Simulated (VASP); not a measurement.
MgCd3: single point with LDA

MgCd3:

```
CELL_PARAMETERS angstrom
0.00000 3.54033 3.54033
3.54033 0.00000 3.54033
3.54033 3.54033 0.00000
ATOMIC_POSITIONS crystal
Mg 0.50000 0.50000 0.50000
Cd 0.00000 0.00000 0.00000
Cd 0.25000 0.25000 0.25000
Cd 0.75000 0.75000 0.75000
```

```
Program                : VASP 6.6.1
Task                   : single point
Functional             : LDA
Potentials or basis    : VASP PAW LDA potentials, release 64 (Mg, Cd)
Cutoff                 : 520 eV
k mesh                 : 7 × 7 × 7
Occupations            : fermi-dirac, width 0.15 eV
Spin                   : no spin polarisation
Dipole correction      : no
Further INCAR settings : ALGO = Normal; EDIFF = 1e-06; NBANDS = 27
```

```json
{
 "Pressure": "-5.0 GPa",
 "Band gap on the k mesh": "zero (band 19 reaches 4.19 eV, above the bottom of band 20 at 1.11 eV)"
}
```

Levels at points of the mesh, in eV from the Fermi level:
```csv
k point,band 15,band 16,band 17,band 18,band 19,band 20,band 21,band 22,band 23,band 24
"(0.00, 0.00, 0.00)",-8.44,-8.41,0.93,1.53,1.53,1.53,1.76,2.40,2.40,2.40
```

It took 20 s on 1 thread of Intel(R) Xeon(R) 6975P-C (Granite Rapids), with other jobs on the host, peak memory 0.21 GiB.
